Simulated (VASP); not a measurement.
The system is Ca2SeI2.

```
Ca Se I
1.0
     4.96597    0.00000    0.00000
    -2.48299    4.30066    0.00000
     0.00000    0.00000    8.22547
Ca Se I
2 1 2
Direct
  0.33333 0.66667 0.00000
  0.66667 0.33333 0.00000
  0.00000 0.00000 0.00000
  0.00000 0.00000 0.74357
  0.00000 0.00000 0.25643
```

The cell was built from a structure type or drawn by symmetry, and may not be a known phase.

| Item | Value |
| --- | --- |
| Program | VASP 6.6.1 |
| Task | relaxation of cell and atoms |
| Functional | PBE |
| Potentials or basis | VASP PAW PBE potentials, release 64 (Ca_sv, Se, I) |
| Cutoff | 600 eV |
| k mesh | 6 × 6 × 2 |
| Occupations | gaussian, width 0.1 eV |
| Spin | no spin polarisation |

At the start: pressure 27.3 GPa; volume 35.13 Å³/atom.

**Question.** How do energy, volume and symmetry change on relaxing?

**Answer.** Over 18 steps the energy falls by 1809.9 meV/atom and the volume is 47.35 Å³/atom (+34.8 %); space group P6/mmm (No. 191, to 0.1 Å) before and after.

The path:
```csv
step,energy change (eV),largest force (eV/Å),pressure (GPa),volume (Å³)
1,0.0000,16.8832,27.29,175.67
2,-6.6532,0.0469,-0.48,349.99
3,-6.7343,0.0065,-0.50,341.96
4,-6.8217,0.0359,-0.51,334.04
5,-8.4581,0.3139,-0.62,250.12
6,-8.6615,1.2031,2.48,211.74
7,-8.7876,0.0380,0.25,231.32
8,-8.8168,0.5773,1.34,219.58
9,-8.8336,0.3371,0.87,223.84
10,-8.8330,0.3890,0.97,222.84
11,-8.9362,0.4800,0.33,230.47
12,-8.9650,0.5321,0.08,236.00
13,-8.9684,0.5508,0.00,238.43
14,-8.9970,0.4049,-0.20,240.14
15,-9.0240,0.1014,-0.56,244.30
16,-9.0445,0.0235,-0.33,240.39
17,-9.0481,0.0457,-0.16,238.10
18,-9.0497,0.0286,-0.09,236.77
```

Final structure:
```cif
data_structure
_symmetry_space_group_name_H-M 'P 1'
_symmetry_Int_Tables_number 1
_cell_length_a 5.3327
_cell_length_b 5.3327
_cell_length_c 9.6140
_cell_angle_alpha 90.000
_cell_angle_beta 90.000
_cell_angle_gamma 120.000
_cell_volume 236.77
loop_
_atom_site_label
_atom_site_type_symbol
_atom_site_fract_x
_atom_site_fract_y
_atom_site_fract_z
_atom_site_occupancy
Ca1 Ca 0.33333 0.66667 0.00000 1
Ca2 Ca 0.66667 0.33333 0.00000 1
Se1 Se 0.00000 0.00000 0.00000 1
I1 I 0.00000 0.00000 0.66930 1
I2 I 0.00000 0.00000 0.33070 1
```

Caveat: the k points lie up to 0.33 Å⁻¹ apart in the final cell, too coarse for converged energies and pressures of a metal; the volume moved by over 15 % at a fixed basis, so the end points are rough.
